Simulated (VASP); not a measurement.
Write the native input for VASP 6.6.1 that does the following.

| Quantity | Value |
| --- | --- |
| Task | relaxation of cell and atoms |
| Functional | PBE |
| Potentials or basis | VASP PAW PBE potentials, release 64 (Pd) |
| Cutoff | 600 eV |
| k mesh | 13 × 13 × 13 |
| Occupations | fermi-dirac, width 0.08 eV |
| Spin | no spin polarisation |
| Target pressure | 22 GPa |
| Dipole correction | no |
| Further INCAR settings | ALGO = Normal; EDIFF = 1e-07; IBRION = 2; EDIFFG = -0.005; NSW = 60; ISIF = 3 |

The structure of Pd lies in POSCAR:

```
Pd
1.0
    0.0000000000      2.5559735671      2.5559735671
    2.5559735671      0.0000000000      2.5559735671
    2.5559735671      2.5559735671      0.0000000000
Pd
2
Direct
   -0.1250000000     -0.1250000000     -0.1250000000
    0.1250000000      0.1250000000      0.1250000000
```

This isn't the form of Pd at room conditions, which is fcc.

The input as run:

INCAR

```
ALGO     = Normal         # electronic algorithm
EDIFF    = 1E-7           # SCF threshold, eV
EDIFFG   = -0.005         # ionic threshold
ENCUT    = 600            # plane-wave cutoff, eV
GGA      = PE             # functional
IBRION   = 2              # ionic algorithm
ISIF     = 3              # what is computed and relaxed
ISMEAR   = -1             # smearing method
LASPH    = True           # aspherical terms in the spheres
LCHARG   = False          # write CHGCAR
LREAL    = False          # projectors in reciprocal space
LWAVE    = False          # write WAVECAR
NELM     = 80             # most SCF steps
NSW      = 60             # ionic steps
PREC     = Accurate       # precision mode
PSTRESS  = 220.0        
SIGMA    = 0.08           # smearing width, eV
```

KPOINTS

```
k-points
0
Gamma
  13 13 13
```

Potentials or basis: VASP PAW PBE potentials, release 64 (Pd).

Run with:

```console
$ cat potpaw_PBE.64/Pd/POTCAR > POTCAR
$ mpirun -np 1 vasp_std > vasp.out
```

Results of the run:

| Item | Value |
| --- | --- |
| Relaxed volume | 20.03 Å³/atom |
| Relaxed cell | a = 3.841 Å, b = 3.841 Å, c = 3.841 Å, α = 60.00°, β = 60.00°, γ = 60.00° |
| Space group after relaxing (to 0.1 Å) | Fd-3m (No. 227) |
| Energy change on relaxing (the run minimises the enthalpy) | -859.1 meV/atom |
| Ionic steps | 5 |
| Pressure after relaxing | 22.0 GPa |
| Band gap on the k mesh | zero (bands 10 and 11 overlap by 0.53 eV) |

Caveat: the cell is relaxed towards a set pressure, so the run minimises the enthalpy, not the energy; the volume moved by over 15 % at a fixed basis, so the end points are rough.

It took 99 s on 1 thread of AMD EPYC 9R45 96-Core Processor (Zen 5) (shared host), peak memory 0.17 GiB.
